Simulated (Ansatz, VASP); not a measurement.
**Si2W in VASP and in Ansatz**

Contents of INCAR:

```
PREC = Accurate ; ENCUT = 520
EDIFF = 1E-6 ; ISMEAR = 0
SIGMA = 0.03 ; LREAL = F
LASPH = T ; NELM = 60
ALGO = Normal ; ISIF = 2
LWAVE = F ; LCHARG = F
GGA = PE ; NBANDS = 43
```

File KPOINTS:

```
Automatic mesh
0
Gamma
  9 9 6
```

File POSCAR:

```
Si2W
1.0
    4.5428566490      0.0000000000      0.0000000000
   -2.2714283245      3.9342292638      0.0000000000
    0.0000000000      0.0000000000      6.8578963974
Si W
6 3
Direct
    0.8425991990      0.6851983979      0.5000000000
    0.1574008010      0.8425991990      0.8333333333
    0.6851983979      0.8425991990      0.1666666667
    0.1574008010      0.3148016021      0.5000000000
    0.8425991990      0.1574008010      0.8333333333
    0.3148016021      0.1574008010      0.1666666667
    0.0000000000      0.5000000000      0.1666666667
    0.5000000000      0.5000000000      0.8333333333
    0.5000000000      0.0000000000      0.5000000000
```

Input for Ansatz:

```yaml
crystal:
  lattice:
    - [4.542856649, 0.0, 0.0]
    - [-2.2714283245, 3.9342292638, 0.0]
    - [0.0, 0.0, 6.8578963974]
  atoms:
    - { symbol: Si, position: [0.842599199, 0.6851983979, 0.5] }
    - { symbol: Si, position: [0.157400801, 0.842599199, 0.8333333333] }
    - { symbol: Si, position: [0.6851983979, 0.842599199, 0.1666666667] }
    - { symbol: Si, position: [0.157400801, 0.3148016021, 0.5] }
    - { symbol: Si, position: [0.842599199, 0.157400801, 0.8333333333] }
    - { symbol: Si, position: [0.3148016021, 0.157400801, 0.1666666667] }
    - { symbol: W, position: [0.0, 0.5, 0.1666666667] }
    - { symbol: W, position: [0.5, 0.5, 0.8333333333] }
    - { symbol: W, position: [0.5, 0.0, 0.5] }
basis:
  ecutwfc: 420
kpoints:
  mp_grid: { grid: [9, 9, 6] }
hamiltonian:
  xc: pbe
  pseudopotentials: { kind: paw, azcp: { folder: soft_1 } }
scf:
  occupations: { method: gaussian, width: 0.03 }
output:
  forces: true
  stress: true
  eigenvalues: true
```

Alike in both runs: task single point; functional PBE; k mesh 9 × 9 × 6; occupations gaussian, width 0.03 eV; no spin polarisation.

|  | VASP | Ansatz |
| --- | --- | --- |
| version | VASP 6.6.1 | Ansatz 0.2.0 |
| potentials or method | VASP PAW PBE potentials, release 64 (Si, W_sv), cutoff 520 eV | scalar-relativistic, plane waves, PAW |
| valence electrons in the cell | 66 | 66 |

|  | VASP | Ansatz | Ansatz less VASP |
| --- | --- | --- | --- |
| gap on the k mesh at the Fermi level (eV) | 0.16 | 0.16 | -0.001 |
| least direct gap on the mesh (eV) | 0.86 | 0.86 | +0.002 |
| pressure (GPa) | 0.5 | 0.4 | -0.02 |
| traceless stress, the component that is largest in VASP (GPa) | -8.26 | -8.25 | +0.010 |
| rms of the force components (eV/Å) | 0.480 | 0.482 | +0.0022 |

Atom by atom the forces differ by 0.002 eV/Å (rms over components). With one functional, cell and mesh, what is left measures potentials, basis and numerics.

Spin-orbit coupling is off throughout.
